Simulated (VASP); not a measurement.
Set up this calculation in VASP 6.6.1, as the native input.

```yaml
Task: single point
Functional: PBE
Potentials_or_basis: VASP PAW PBE potentials, release 64 (Ir)
Cutoff: 520 eV
k_mesh: 18 × 18 × 14
Occupations: gaussian, width 0.1 eV
Spin: no spin polarisation
Dipole_correction: no
Further_INCAR_settings: ALGO = Fast; EDIFF = 1e-06; NBANDS = 16
```

The structure of Ir lies in POSCAR:

```
Ir
1.0
    1.9740328362      1.9740328362      0.0000000000
   -1.9308475583      1.9308475583      0.0000000000
    0.0000000000      0.0000000000      3.8443445624
Ir
2
Direct
    0.0000000000      0.0000000000      0.0000000000
    0.5000000000      0.5000000000      0.5000000000
```

This cell differs from its parent crystal: uniaxial strain along a: +2.0 %, then relaxed in part.

These files were run (other wordings do the same):

INCAR

```
SYSTEM = Ir
  PREC = Accurate
  ENCUT = 520
  EDIFF = 1E-6
  ISMEAR = 0
  SIGMA = 0.1
  LREAL = .FALSE.
  LASPH = .TRUE.
  NELM = 60
  ALGO = Fast
  ISIF = 2
  LWAVE = .FALSE.
  LCHARG = .FALSE.
  GGA = PE
  NBANDS = 16
```

KPOINTS

```
Automatic mesh
0
G
  18 18 14
  0 0 0
```

Potentials or basis: VASP PAW PBE potentials, release 64 (Ir).

The run is started by

```bash
$ cat potpaw_PBE.64/Ir/POTCAR > POTCAR
$ mpirun -np 1 vasp_std > vasp.out
```

Results of the run:

* Pressure: -2.9 GPa
* Band gap on the k mesh: zero (bands 9 and 10 overlap by 3.18 eV)

Caveat: the cell differs from its parent crystal (uniaxial strain along a: +2.0 %, then relaxed in part); the stress differs along the axes, from -5 to 0 GPa; spin-orbit coupling is left out, which moves the levels of the heavy elements.

Run time: 6.6 min on 1 thread of Intel Xeon 8259CL, on a shared host, peak memory 0.41 GiB.
